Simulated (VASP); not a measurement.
Input of a VASP 6.6.1 run:

File INCAR:

```
SYSTEM = MgCd3O4
ALGO     = Normal         ! electronic algorithm
EDIFF    = 1E-7           ! SCF threshold, eV
ENCUT    = 520            ! plane-wave cutoff, eV
GGA      = PE             ! functional
ISIF     = 2              ! what is computed and relaxed
ISMEAR   = 0              ! smearing method
LASPH    = .TRUE.         ! aspherical terms in the spheres
LCHARG   = .FALSE.        ! write CHGCAR
LREAL    = .FALSE.        ! projectors in reciprocal space
LWAVE    = .FALSE.        ! write WAVECAR
NBANDS   = 41             ! bands
NELM     = 60             ! most SCF steps
PREC     = Accurate       ! precision mode
SIGMA    = 0.1            ! smearing width, eV
```

File KPOINTS:

```
k-points
0
G
  12 8 6
  0 0 0
```

File POSCAR:

```
MgCd3O4
1.0
    3.2758852725      0.0000000000      0.0000000000
    0.0000000000      4.6667380012      0.0000000000
    0.0000000000      0.0000000000      6.6427251864
Mg Cd O
1 3 4
Direct
    0.0000000000      0.0000000000      0.0000000000
    0.5000000000      0.5000000000      0.2444542897
    0.0000000000      0.0000000000      0.5000000000
    0.5000000000      0.5000000000      0.7555457103
    0.0000000000      0.5000000000      0.0000000000
    0.5000000000      0.0000000000      0.2237178427
    0.0000000000      0.5000000000      0.5000000000
    0.5000000000      0.0000000000      0.7762821573
```

Potentials or basis: VASP PAW PBE potentials, release 64 (Mg, Cd, O).

Launch:

```sh
$ cat potpaw_PBE.64/Mg/POTCAR potpaw_PBE.64/Cd/POTCAR potpaw_PBE.64/O/POTCAR > POTCAR
$ mpirun -np 1 vasp_std > vasp.out
```

(1) Estimate the largest force.

(2) Predict the band gap on the k mesh.

(3) What does it give for the pressure?

Results:

(1) 0.065 eV/Å.

(2) zero (bands 31 and 32 overlap by 0.12 eV).

(3) 1.0 GPa.

Caveat: semilocal functionals underestimate gaps, so a narrow gap can read as zero.
